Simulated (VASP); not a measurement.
A run of VASP 6.6.1:

Contents of INCAR:

```
SYSTEM = C
PREC = Accurate
ENCUT = 520
EDIFF = 1E-7
ISMEAR = 0
SIGMA = 0.05
LREAL = .FALSE.
LASPH = .TRUE.
NELM = 60
ALGO = Normal
ISIF = 2
LWAVE = .FALSE.
LCHARG = .TRUE.
GGA = PE
LELF = .TRUE.
LVHAR = .TRUE.
NBANDS = 36
```

File KPOINTS:

```
regular mesh
0
G
  12 12 2
  0 0 0
```

POSCAR

```
C
1.0
    2.6529000000      0.0000000000      0.0000000000
   -1.3264500000      2.2974787937      0.0000000000
    0.0000000000      0.0000000000     12.8952000000
C
12
Direct
    0.0000000000      0.0000000000      0.1868593266
    0.0000000000      0.0000000000      0.6868593266
    0.0000000000      0.0000000000      0.3131406734
    0.0000000000      0.0000000000      0.8131406734
    0.3333333333      0.6666666667      0.5207665411
    0.6666666667      0.3333333333      0.0207665411
    0.3333333333      0.6666666667      0.9792334589
    0.6666666667      0.3333333333      0.4792334589
    0.3333333333      0.6666666667      0.6450950823
    0.6666666667      0.3333333333      0.1450950823
    0.3333333333      0.6666666667      0.8549049177
    0.6666666667      0.3333333333      0.3549049177
```

Potentials or basis: VASP PAW PBE potentials, release 64 (C).

Launch:

```sh
$ cat potpaw_PBE.64/C/POTCAR > POTCAR
$ mpirun -np 1 vasp_std > vasp.out
```

Hardware: 1 thread of Intel Xeon 6975P-C, on a shared host.

Q: How long does it take, and how much memory?

A: It took 84 s on 1 thread of Intel Xeon 6975P-C, on a shared host, peak memory 0.21 GiB. Counts: scf iterations 13, k points 38.
